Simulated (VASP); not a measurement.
# TiO (P-62m) in VASP: a series of runs

The runs below take TiO through single point, with PBEsol.

Program: VASP 6.6.1. These are calculated values, not measurements. Logs are shortened: lines on timing, memory, paths and dates and some standing lists are left out, and cuts for length are marked.

### Step 1. The cell of the first run

The structure is hexagonal, space group P-62m (No. 189). The conventional cell has a = 4.989 Å, b = 4.989 Å, c = 2.873 Å, α = 90.00°, β = 90.00°, γ = 120.00°. Within 2.8 Å of Ti (site symmetry -6) lie 6 O at 2.10 Å. Ti (site symmetry -62m) has 3 O at 1.97 Å within 2.6 Å. O (site symmetry m2m) has 5 Ti at 1.97 to 2.10 Å within 2.6 Å.

### Step 2. Single point, PBEsol

File INCAR:

```
SYSTEM = TiO
ALGO     = Normal         ! electronic algorithm
EDIFF    = 1E-6           ! SCF threshold, eV
ENCUT    = 520            ! plane-wave cutoff, eV
GGA      = PS             ! functional
ISIF     = 2              ! what is computed and relaxed
ISMEAR   = 0              ! smearing method
LASPH    = .TRUE.         ! aspherical terms in the spheres
LCHARG   = .TRUE.         ! write CHGCAR
LELF     = .TRUE.         ! ELF
LREAL    = .FALSE.        ! projectors in reciprocal space
LVHAR    = .TRUE.       
LWAVE    = .FALSE.        ! write WAVECAR
NBANDS   = 36             ! bands
NELM     = 100            ! most SCF steps
PREC     = Accurate       ! precision mode
SIGMA    = 0.05           ! smearing width, eV
```

File KPOINTS:

```
k-points
0
G
  6 6 6
  0 0 0
```

File POSCAR:

```
TiO
1.0
    4.9890877720      0.0000000000      0.0000000000
   -2.4945438860      4.3206767523      0.0000000000
    0.0000000000      0.0000000000      2.8733134400
Ti O
3 3
Direct
    0.6666666667      0.3333333333      0.5000000000
    0.3333333333      0.6666666667      0.5000000000
    0.0000000000      0.0000000000      0.0000000000
    0.6055592400      0.6055592400      0.0000000000
    0.3944407600      0.0000000000      0.0000000000
    0.0000000000      0.3944407600      0.0000000000
```

Potentials or basis: VASP PAW PBE potentials, release 64 (Ti_sv, O).

Launch:

```sh
cat potpaw_PBE.64/Ti_sv/POTCAR potpaw_PBE.64/O/POTCAR > POTCAR
mpirun -np 1 vasp_std > vasp.out
```

OUTCAR:

```text
SYSTEM = TiO
   EDIFF = 1E-6
   ENCUT = 520
   GGA = PS
   ISIF = 2
   ISMEAR = 0
   LASPH = .TRUE.
   LREAL = .FALSE.
   NELM = 100
   PREC = Accurate

 ion  position               nearest neighbor table
   1  0.667  0.333  0.500-   6 2.10   6 2.10   5 2.10   5 2.10   4 2.10   4 2.10   2 2.88   2 2.88
                             2 2.88
   2  0.333  0.667  0.500-   5 2.10   5 2.10   6 2.10   6 2.10   4 2.10   4 2.10   1 2.88   1 2.88
                             1 2.88
   3  0.000  0.000  0.000-   5 1.97   4 1.97   6 1.97
   4  0.606  0.606  0.000-   3 1.97   2 2.10   2 2.10   1 2.10   1 2.10
   5  0.394  0.000  0.000-   3 1.97   2 2.10   2 2.10   1 2.10   1 2.10
   6  0.000  0.394  0.000-   3 1.97   1 2.10   1 2.10   2 2.10   2 2.10

  LATTYP: Found a hexagonal cell.
 ALAT       =     4.9890877720
 C/A-ratio  =     0.5759196012

  Lattice vectors:

 A1 = (   4.9890877720,   0.0000000000,   0.0000000000)
 A2 = (  -2.4945438860,   4.3206767523,   0.0000000000)
 A3 = (   0.0000000000,   0.0000000000,   2.8733134400)

Analysis of symmetry for initial positions (statically):
=====================================================================
 Subroutine PRICEL returns:
 Original cell was already a primitive cell.

 Routine SETGRP: Setting up the symmetry group for a
 hexagonal supercell.

 Subroutine GETGRP returns: Found 12 space group operations
 (whereof 12 operations were pure point group operations)
 out of a pool of 24 trial point group operations.

The static configuration has the point symmetry D_3h.

Analysis of symmetry for dynamics (positions and initial velocities):
=====================================================================
 Subroutine PRICEL returns:
 Original cell was already a primitive cell.

 Routine SETGRP: Setting up the symmetry group for a
 hexagonal supercell.

 Subroutine GETGRP returns: Found 12 space group operations
 (whereof 12 operations were pure point group operations)
 out of a pool of 24 trial point group operations.

The dynamic configuration has the point symmetry D_3h.

 Subroutine INISYM returns: Found 12 space group operations
 (whereof 12 operations are pure point group operations),
 and found     1 'primitive' translations

----------------------------------------------------------------------------------------

                                     Primitive cell

  volume of cell :      61.9378

  direct lattice vectors                    reciprocal lattice vectors
     4.989087772  0.000000000  0.000000000     0.200437444  0.115722612  0.000000000
    -2.494543886  4.320676752  0.000000000     0.000000000  0.231445224  0.000000000
     0.000000000  0.000000000  2.873313440     0.000000000  0.000000000  0.348030252

  length of vectors
     4.989087772  4.989087772  2.873313440     0.231445224  0.231445224  0.348030252

  position of ions in fractional coordinates (direct lattice)
     0.666666667  0.333333333  0.500000000
     0.333333333  0.666666667  0.500000000
     0.000000000  0.000000000  0.000000000
     0.605559240  0.605559240  0.000000000
     0.394440760  0.000000000  0.000000000
     0.000000000  0.394440760  0.000000000

  ion indices of the primitive-cell ions
   primitive index   ion index
                 1           1
                 2           2
                 3           3
                 4           4
                 5           5
                 6           6

----------------------------------------------------------------------------------------

 KPOINTS: k-points

Automatic generation of k-mesh.
 Grid dimensions read from file:
 generate k-points for:    6    6    6

 Generating k-lattice:

  Cartesian coordinates                     Fractional coordinates (reciprocal lattice)
     0.033406241  0.019287102  0.000000000     0.166666667  0.000000000  0.000000000
     0.000000000  0.038574204  0.000000000     0.000000000  0.166666667  0.000000000
     0.000000000  0.000000000  0.058005042     0.000000000  0.000000000  0.166666667

  Length of vectors
     0.038574204  0.038574204  0.058005042

  Shift w.r.t. Gamma in fractional coordinates (k-lattice)
     0.000000000  0.000000000  0.000000000

 Subroutine IBZKPT returns following result:
 ===========================================

 Found     28 irreducible k-points:

 Following reciprocal coordinates:
            Coordinates               Weight
  0.000000  0.000000  0.000000      1.000000
  0.166667  0.000000  0.000000      6.000000
  0.333333  0.000000  0.000000      6.000000
  0.500000  0.000000  0.000000      3.000000
  0.166667  0.166667  0.000000      6.000000
  0.333333  0.166667  0.000000     12.000000
[... 16 lines left out ...]
  0.166667  0.000000  0.500000      6.000000
  0.333333  0.000000  0.500000      6.000000
 [... further k-points ...]
   k-points           NKPTS =     28   k-points in BZ     NKDIM =     28   number of bands    NBANDS=     36
   number of dos      NEDOS =    301   number of ions     NIONS =      6
   total plane-waves  NPLWV =  38400
   dimension x,y,z NGX =    40 NGY =   40 NGZ =   24
   dimension x,y,z NGXF=    80 NGYF=   80 NGZF=   48
   ions per type =               3   3
   NGX,Y,Z   is equivalent  to a cutoff of  13.33, 13.33, 13.89 a.u.
   NGXF,Y,Z  is equivalent  to a cutoff of  26.66, 26.66, 27.77 a.u.
 SYSTEM =  TiO
   PREC   = accura    normal or accurate (medium, high low for compatibility)
   ISTART =      0    job   : 0-new  1-cont  2-samecut
   ICHARG =      2    charge: 1-file 2-atom 10-const
   ISPIN  =      1    spin polarized calculation?
   LNONCOLLINEAR =      F non collinear calculations
   LSORBIT =      F    spin-orbit coupling
   LASPH  =      T    aspherical Exc in radial PAW
   ENCUT  =  520.0 eV  38.22 Ry    6.18 a.u.   9.28  9.28  5.34*2*pi/ulx,y,z
   NELM   =    100;   NELMIN=  2; NELMDL= -5     # of ELM steps
   EDIFF  = 0.1E-05   stopping-criterion for ELM
   LREAL  =      F    real-space projection
   EDIFFG = 0.1E-04   stopping-criterion for IOM
   NSW    =      0    number of steps for IOM
   IBRION =     -1    ionic relax: 0-MD 1-quasi-New 2-CG
   NFREE  =      0    steps in history (QN), initial steepest desc. (CG)
   ISIF   =      2    stress and relaxation
   ISYM   =      2    0-nonsym 1-usesym 2-fastsym
   POTIM  = 0.5000    time-step for ionic-motion
   TEBEG  =    0.0;   TEEND  =   0.0 temperature during run
   PSTRESS=    0.0 pullay stress
   NELECT =      54.0000    total number of electrons
   NUPDOWN=      -1.0000    fix difference up-down
   EMIN   =  10.00;   EMAX   =-10.00  energy-range for DOS
   EFERMI =   0.00;   METHOD = LEGACY
   ISMEAR =     0;   SIGMA  =   0.05  broadening in eV -4-tet -1-fermi 0-gaus
   EFERMI_NEDOS =   21; number of points for ismear=-14 and -15
   IALGO  =     38    algorithm
   IMIX   =      4    mixing-type and parameters
     AMIX     =   0.40;   BMIX     =  1.00
     AMIX_MAG =   1.60;   BMIX_MAG =  1.00
  volume/ion in A,a.u.               =      10.32        69.66
  Fermi-wavevector in a.u.,A,eV,Ry     =   1.563942  2.955423 33.278709  2.445916
  Thomas-Fermi vector in A             =   2.666639
   LORBIT       =      0    0 simple, 1 ext, 2 COOP (PROOUT), +10 PAW based schemes
   GGA     = PS    functional components
   LHFCALC =     F    Hartree Fock is set to
   AEXX    =    0.0000 exact exchange contribution
   IVDW    =     0    specifies the selected vdW correction
   LEPSILON=     F    determine dielectric tensor
   LRPA    =     F    only Hartree local field effects (RPA)
 non-spin polarized calculation
 Gauss-broadening in eV      SIGMA  =   0.05
  energy-cutoff  :      520.00
  volume of cell :       61.94
 maximum number of plane-waves:      1691
 NGX is ok and might be reduce to    40
   NGX = 19   NGY = 19   NGZ = 11

 number of electron      54.0000004 magnetization

 Free energy of the ion-electron system (eV)
  ---------------------------------------------------
  ext. energy  EPLUGINS =         0.00000000
  ---------------------------------------------------
  free energy    TOTEN  =       -56.84466656 eV

  energy without entropy =      -56.84291243  energy(sigma->0) =      -56.84378949

 E-fermi :  10.5688     XC(G=0): -12.6929

 val. band max:       10.3814467974   @ k =   0.1667   0.1667   0.5000
 cond. band min:      10.5951501048   @ k =   0.1667   0.0000   0.1667
 fundamental gap:      0.2137033074
 Fermi energy:        10.5688054708

 k-point     1 :       0.0000    0.0000    0.0000
  band No.  band energies     occupation
      1     -47.5111      2.00000
      2     -47.4296      2.00000
      3     -46.9639      2.00000
      4     -24.0786      2.00000
      5     -24.0786      2.00000
      6     -23.7824      2.00000
[... 28 lines left out ...]
     35      12.2825      0.00000
     36      12.4695      0.00000

 k-point     2 :       0.1667    0.0000    0.0000
  band No.  band energies     occupation
      1     -47.5061      2.00000
      2     -47.4344      2.00000
      3     -46.9643      2.00000
      4     -24.0992      2.00000
      5     -24.0743      2.00000
      6     -23.7627      2.00000
[... 28 lines left out ...]
     35      12.3565      0.00000
     36      12.8323      0.00000

 k-point     3 :       0.3333    0.0000    0.0000
  band No.  band energies     occupation
      1     -47.4932      2.00000
      2     -47.4466      2.00000
      3     -46.9651      2.00000
      4     -24.1342      2.00000
      5     -24.0348      2.00000
      6     -23.7747      2.00000
[... 28 lines left out ...]
     35      12.5361      0.00000
     36      12.7109      0.00000
[... 742 lines left out ...]
 k-point    23 :       0.1667    0.0000    0.5000
  band No.  band energies     occupation
      1     -47.4457      2.00000
      2     -47.3803      2.00000
      3     -46.9199      2.00000
      4     -24.3750      2.00000
      5     -24.1674      2.00000
      6     -23.9383      2.00000
[... 28 lines left out ...]
     35      12.6626      0.00000
     36      12.7313      0.00000

 k-point    24 :       0.3333    0.0000    0.5000
  band No.  band energies     occupation
      1     -47.4345      2.00000
      2     -47.3917      2.00000
      3     -46.9199      2.00000
      4     -24.3563      2.00000
      5     -24.2048      2.00000
      6     -23.9502      2.00000
[... 28 lines left out ...]
     35      12.9181      0.00000
     36      13.1692      0.00000

 [... further k-points ...]

------------------------ aborting loop because EDIFF is reached ----------------------------------------

  FORCE on cell =-STRESS in cart. coord.  units (eV):
  Direction    XX          YY          ZZ          XY          YZ          ZX
  --------------------------------------------------------------------------------------
  -------------------------------------------------------------------------------------
  Total       -1.7953802     -1.7953802     -2.2316941      0.0000000      0.0000000      0.0000000
  in kB      -46.4420184    -46.4420184    -57.7283729      0.0000000      0.0000000      0.0000000
  external PRESSURE =     -50.2041366 kB  Pullay stress =       0.0000000 kB

 VOLUME and BASIS-vectors are now :
 -----------------------------------------------------------------------------
  energy-cutoff  :      520.00
  volume of cell :       61.94
      direct lattice vectors                 reciprocal lattice vectors
     4.989087772  0.000000000  0.000000000     0.200437444  0.115722612  0.000000000
    -2.494543886  4.320676752  0.000000000     0.000000000  0.231445224  0.000000000
     0.000000000  0.000000000  2.873313440     0.000000000  0.000000000  0.348030252

 POSITION                                       TOTAL-FORCE (eV/Angst)
 -----------------------------------------------------------------------------------
      2.49454      1.44023      1.43666         0.000000      0.000000      0.000000
     -0.00000      2.88045      1.43666        -0.000000      0.000000      0.000000
      0.00000      0.00000      0.00000        -0.000000      0.000000      0.000000
      1.51059      2.61643      0.00000         0.002617      0.004533      0.000000
      1.96790      0.00000      0.00000        -0.005234      0.000000     -0.000000
     -0.98395      1.70425      0.00000         0.002617     -0.004533      0.000000
 -----------------------------------------------------------------------------------
    total drift:                               -0.000001     -0.000002      0.000001

  FREE ENERGIE OF THE ION-ELECTRON SYSTEM (eV)
  ---------------------------------------------------
  free  energy   TOTEN  =       -56.8446665566 eV

  energy  without entropy=      -56.8429124250  energy(sigma->0) =      -56.84378949
```

It took 60 s on 1 thread of Intel Xeon Platinum 8488C (Sapphire Rapids), shared host; peak memory 0.2 GiB.

Results:

```yaml
Free_energy: -56.8447 eV
Pressure: -5.0 GPa
Largest_force: 0.005 eV/Å
Band_gap_on_the_k_mesh: zero (band 27 reaches 11.15 eV, above the bottom of band 28 at 9.73 eV)
```

Forces in eV/Å, atoms in the order of the input:
```
Ti   0.000  0.000  0.000
Ti   0.000  0.000  0.000
Ti   0.000  0.000  0.000
O    0.003  0.005  0.000
O   -0.005  0.000  0.000
O    0.003 -0.005  0.000
```

Caveat: the k points lie up to 0.36 Å⁻¹ apart; the PAW data sets were made with another functional, which shifts forces and pressure a little; semilocal functionals often make such compounds metallic where correlation or magnetic order opens a gap, which also shifts bond lengths.

(Part 1 of 2 ends here.)
